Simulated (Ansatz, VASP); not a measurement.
## Si in VASP and in Ansatz

```
CELL_PARAMETERS angstrom
0.00000 1.91083 1.91083
1.91083 0.00000 1.91083
1.91083 1.91083 0.00000
ATOMIC_POSITIONS crystal
Si 0.00000 0.00000 0.00000
```

Alike in both runs: task single point; functional PBE; dispersion D3(BJ); k mesh 22 × 22 × 22; occupations gaussian, width 0.15 eV; no spin polarisation.

|  | VASP | Ansatz |
| --- | --- | --- |
| version | VASP 6.6.1 | Ansatz 0.2.0 |
| potentials or method | VASP PAW PBE potentials, release 64 (Si), cutoff 520 eV | scalar-relativistic, plane waves, PAW |
| valence electrons in the cell | 4 | 4 |

|  | VASP | Ansatz | Ansatz less VASP |
| --- | --- | --- | --- |
| gap on the k mesh at the Fermi level (eV) | none | none | - |
| pressure (GPa) | -2.1 | -2.1 | +0.04 |

A gap of «none» marks a metal or a gap that the smearing closes.
